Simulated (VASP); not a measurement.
# PdRu4 (P4/mmm) in VASP: relaxation of cell and atoms with PBE

Aim: the relaxation of cell and atoms of PdRu4 with PBE.

Everything below comes from runs of VASP 6.6.1. Logs are shortened: lines on timing, memory, paths and dates and some standing lists are left out, and cuts for length are marked.

## Step 1: The cell of the first run

The structure is tetragonal, space group P4/mmm (No. 123). Conventional cell: a = 4.750 Å, b = 4.750 Å, c = 4.591 Å, α = 90.00°, β = 90.00°, γ = 90.00°. Within 3.0 Å of Ru (site symmetry mmm) lie 2 Ru at 2.30 Å and 2 Pd at 2.38 Å. Ru (site symmetry mmm) has 2 Ru at 2.30 Å within 3.0 Å. Pd (site symmetry 4/mmm) has 4 Ru at 2.38 Å within 3.1 Å.

## Step 2: Relaxation of cell and atoms, PBE

INCAR

```
SYSTEM = PdRu4
PREC = Accurate ; ENCUT = 500
EDIFF = 1E-7 ; ISMEAR = 0
SIGMA = 0.1 ; LREAL = .False.
LASPH = .True. ; NELM = 120
ALGO = Normal ; ISIF = 3
LWAVE = .False. ; LCHARG = .False.
GGA = PE ; IBRION = 2
NSW = 100 ; EDIFFG = -0.01
GGA_COMPAT = .False. ; NELMIN = 4
```

KPOINTS

```
regular mesh
0
Gamma
  8 8 8
  0 0 0
```

POSCAR

```
PdRu4
1.0
    4.7504465515      0.0000000000      0.0000000000
    0.0000000000      4.7504465515      0.0000000000
    0.0000000000      0.0000000000      4.5905517449
Ru Pd
4 1
Direct
    0.5000000000      0.0000000000      0.5000000000
    0.0000000000      0.5000000000      0.5000000000
    0.5000000000      0.0000000000      0.0000000000
    0.0000000000      0.5000000000      0.0000000000
    0.0000000000      0.0000000000      0.5000000000
```

Potentials or basis: VASP PAW PBE potentials, release 64 (Ru_pv, Pd).

On the command line:

```console
$ cat potpaw_PBE.64/Ru_pv/POTCAR potpaw_PBE.64/Pd/POTCAR > POTCAR
$ mpirun -np 1 vasp_std > vasp.out
```

OUTCAR:

```text
SYSTEM = PdRu4
   PREC = Accurate
   ENCUT = 500
   EDIFF = 1E-7
   ISMEAR = 0
   LREAL = .False.
   LASPH = .True.
   NELM = 120
   ISIF = 3
   GGA = PE
   IBRION = 2
   NSW = 100
   EDIFFG = -0.01
   NELMIN = 4

 ion  position               nearest neighbor table
   1  0.500  0.000  0.500-   3 2.30   3 2.30   5 2.38   5 2.38   2 3.36   2 3.36   2 3.36   2 3.36

   2  0.000  0.500  0.500-   4 2.30   4 2.30   5 2.38   5 2.38   1 3.36   1 3.36   1 3.36   1 3.36

   3  0.500  0.000  0.000-   1 2.30   1 2.30   5 3.30   5 3.30   5 3.30   5 3.30   4 3.36   4 3.36
                             4 3.36   4 3.36
   4  0.000  0.500  0.000-   2 2.30   2 2.30   5 3.30   5 3.30   5 3.30   5 3.30   3 3.36   3 3.36
                             3 3.36   3 3.36
   5  0.000  0.000  0.500-   1 2.38   2 2.38   2 2.38   1 2.38   3 3.30   4 3.30   3 3.30   4 3.30
                             4 3.30   4 3.30   3 3.30   3 3.30

  LATTYP: Found a simple tetragonal cell.
 ALAT       =     4.7504465515
 C/A-ratio  =     0.9663410998

  Lattice vectors:

 A1 = (   4.7504465515,   0.0000000000,   0.0000000000)
 A2 = (   0.0000000000,   4.7504465515,   0.0000000000)
 A3 = (   0.0000000000,   0.0000000000,   4.5905517449)

Analysis of symmetry for initial positions (statically):
=====================================================================
 Subroutine PRICEL returns:
 Original cell was already a primitive cell.

 Routine SETGRP: Setting up the symmetry group for a
 simple tetragonal supercell.

 Subroutine GETGRP returns: Found 16 space group operations
 (whereof 16 operations were pure point group operations)
 out of a pool of 16 trial point group operations.

The static configuration has the point symmetry D_4h.

Analysis of symmetry for dynamics (positions and initial velocities):
=====================================================================
 Subroutine PRICEL returns:
 Original cell was already a primitive cell.

 Routine SETGRP: Setting up the symmetry group for a
 simple tetragonal supercell.

 Subroutine GETGRP returns: Found 16 space group operations
 (whereof 16 operations were pure point group operations)
 out of a pool of 16 trial point group operations.

The dynamic configuration has the point symmetry D_4h.

 Subroutine INISYM returns: Found 16 space group operations
 (whereof 16 operations are pure point group operations),
 and found     1 'primitive' translations

[... 100 lines left out ...]
   EDIFF  = 0.1E-06   stopping-criterion for ELM
   LREAL  =      F    real-space projection
   EDIFFG = -.1E-01   stopping-criterion for IOM
   NSW    =    100    number of steps for IOM
   IBRION =      2    ionic relax: 0-MD 1-quasi-New 2-CG
   NFREE  =      1    steps in history (QN), initial steepest desc. (CG)
   ISIF   =      3    stress and relaxation
   ISYM   =      2    0-nonsym 1-usesym 2-fastsym
   POTIM  = 0.5000    time-step for ionic-motion
   TEBEG  =    0.0;   TEEND  =   0.0 temperature during run
   PSTRESS=    0.0 pullay stress
   NELECT =      66.0000    total number of electrons
   NUPDOWN=      -1.0000    fix difference up-down
   EMIN   =  10.00;   EMAX   =-10.00  energy-range for DOS
   EFERMI =   0.00;   METHOD = LEGACY
   ISMEAR =     0;   SIGMA  =   0.10  broadening in eV -4-tet -1-fermi 0-gaus
   EFERMI_NEDOS =   21; number of points for ismear=-14 and -15
   IALGO  =     38    algorithm
   IMIX   =      4    mixing-type and parameters
     AMIX     =   0.40;   BMIX     =  1.00
     AMIX_MAG =   1.60;   BMIX_MAG =  1.00
  volume/ion in A,a.u.               =      20.72       139.82
  Fermi-wavevector in a.u.,A,eV,Ry     =   1.408677  2.662014 26.999022  1.984372
  Thomas-Fermi vector in A             =   2.530811
   LORBIT       =      0    0 simple, 1 ext, 2 COOP (PROOUT), +10 PAW based schemes
   GGA     = PE    functional components
   LHFCALC =     F    Hartree Fock is set to
   AEXX    =    0.0000 exact exchange contribution
   IVDW    =     0    specifies the selected vdW correction
   LEPSILON=     F    determine dielectric tensor
   LRPA    =     F    only Hartree local field effects (RPA)
 conjugate gradient relaxation of ions
 non-spin polarized calculation
 Gauss-broadening in eV      SIGMA  =   0.10
  energy-cutoff  :      500.00
  volume of cell :      103.59
 maximum number of plane-waves:      2672
 NGX is ok and might be reduce to    36
   NGX = 17   NGY = 17   NGZ = 17

--------------------------------------- Ionic step        1  -------------------------------------------

 number of electron      65.9999984 magnetization

 Free energy of the ion-electron system (eV)
  ---------------------------------------------------
  ext. energy  EPLUGINS =         0.00000000
  ---------------------------------------------------
  free energy    TOTEN  =       -31.76858878 eV

  energy without entropy =      -31.71382583  energy(sigma->0) =      -31.74120731

------------------------ aborting loop because EDIFF is reached ----------------------------------------

  FORCE on cell =-STRESS in cart. coord.  units (eV):
  Direction    XX          YY          ZZ          XY          YZ          ZX
  --------------------------------------------------------------------------------------
  -------------------------------------------------------------------------------------
  Total        0.0636038      0.0636038      0.2365088      0.0000000      0.0000000      0.0000000
  in kB        0.9836934      0.9836934      3.6578351      0.0000000      0.0000000      0.0000000
  external PRESSURE =       1.8750740 kB  Pullay stress =       0.0000000 kB
[... 65 lines left out ...]
--------------------------------------- Ionic step        3  -------------------------------------------

 number of electron      65.9999984 magnetization

 Free energy of the ion-electron system (eV)
  ---------------------------------------------------
  ext. energy  EPLUGINS =         0.00000000
  ---------------------------------------------------
  free energy    TOTEN  =       -31.76876628 eV

  energy without entropy =      -31.71364017  energy(sigma->0) =      -31.74120323

 E-fermi :   6.6077     XC(G=0): -11.1824

 val. band max:        6.6071553922   @ k =   0.1250   0.0000   0.2500
 cond. band min:       6.6077590992   @ k =   0.2500   0.0000   0.5000
 fundamental gap:      0.0006037069
 Fermi energy:         6.6076817405

 k-point     1 :       0.0000    0.0000    0.0000
  band No.  band energies     occupation
      1     -37.4997      2.00000
      2     -37.4888      2.00000
      3     -36.2701      2.00000
      4     -36.2701      2.00000
      5     -35.9466      2.00000
      6     -35.9466      2.00000
[... 997 lines left out ...]
     38       8.0105      0.00000
     39       8.0770      0.00000

 [... further k-points ...]
[... 5 lines left out ...]
  --------------------------------------------------------------------------------------
  -------------------------------------------------------------------------------------
  Total       -0.0048355     -0.0048355     -0.0455394      0.0000000      0.0000000      0.0000000
  in kB       -0.0746824     -0.0746824     -0.7033373      0.0000000      0.0000000      0.0000000
  external PRESSURE =      -0.2842340 kB  Pullay stress =       0.0000000 kB
[... 20 lines left out ...]
  FREE ENERGIE OF THE ION-ELECTRON SYSTEM (eV)
  ---------------------------------------------------
  free  energy   TOTEN  =       -31.7687662826 eV

  energy  without entropy=      -31.7136401686  energy(sigma->0) =      -31.74120323

 reached required accuracy - stopping structural energy minimisation
```

CONTCAR:

```text
PdRu4
   1.00000000000000
     4.7515950760508519    0.0000000000000000    0.0000000000000000
     0.0000000000000000    4.7515950760508519    0.0000000000000000
     0.0000000000000000    0.0000000000000000    4.5946787506708038
  Ru              Pd
     4     1
Direct
     0.5000000000000000    0.0000000000000000    0.5000000000000000
     0.0000000000000000    0.5000000000000000    0.5000000000000000
     0.5000000000000000    0.0000000000000000    0.0000000000000000
     0.0000000000000000    0.5000000000000000    0.0000000000000000
     0.0000000000000000    0.0000000000000000    0.5000000000000000

  0.00000000E+00  0.00000000E+00  0.00000000E+00
  0.00000000E+00  0.00000000E+00  0.00000000E+00
  0.00000000E+00  0.00000000E+00  0.00000000E+00
  0.00000000E+00  0.00000000E+00  0.00000000E+00
  0.00000000E+00  0.00000000E+00  0.00000000E+00
```

Run time: 18 min. Hardware: 1 thread of Intel Xeon 8259CL, shared host; peak memory 0.37 GiB.

Results:

```
Free energy                            : -31.7688 eV
Relaxed volume                         : 20.75 Å³/atom
Relaxed cell                           : a = 4.752 Å, b = 4.752 Å, c = 4.595 Å, α = 90.00°, β = 90.00°, γ = 90.00°
Space group after relaxing (to 0.05 Å) : P4/mmm (No. 123)
Energy gained by relaxing              : 0.0 meV/atom
Ionic steps                            : 3
Pressure after relaxing                : 0.0 GPa
Band gap on the k mesh                 : zero (band 33 reaches 7.69 eV, above the bottom of band 34 at 5.66 eV)
```

The path:
```
step  energy change (eV)  largest force (eV/Å)  pressure (GPa)  volume (Å³)
   1              0.0000                0.0000            0.19       103.59
   2              0.0002                0.0000           -0.36       103.96
   3             -0.0002                0.0000           -0.03       103.74
```

Final structure:
```cif
data_structure
_symmetry_space_group_name_H-M 'P 1'
_symmetry_Int_Tables_number 1
_cell_length_a 4.7516
_cell_length_b 4.7516
_cell_length_c 4.5947
_cell_angle_alpha 90.000
_cell_angle_beta 90.000
_cell_angle_gamma 90.000
_cell_volume 103.74
loop_
_atom_site_label
_atom_site_type_symbol
_atom_site_fract_x
_atom_site_fract_y
_atom_site_fract_z
_atom_site_occupancy
Ru1 Ru 0.50000 0.00000 0.50000 1
Ru2 Ru 0.00000 0.50000 0.50000 1
Ru3 Ru 0.50000 0.00000 0.00000 1
Ru4 Ru 0.00000 0.50000 0.00000 1
Pd1 Pd 0.00000 0.00000 0.50000 1
```
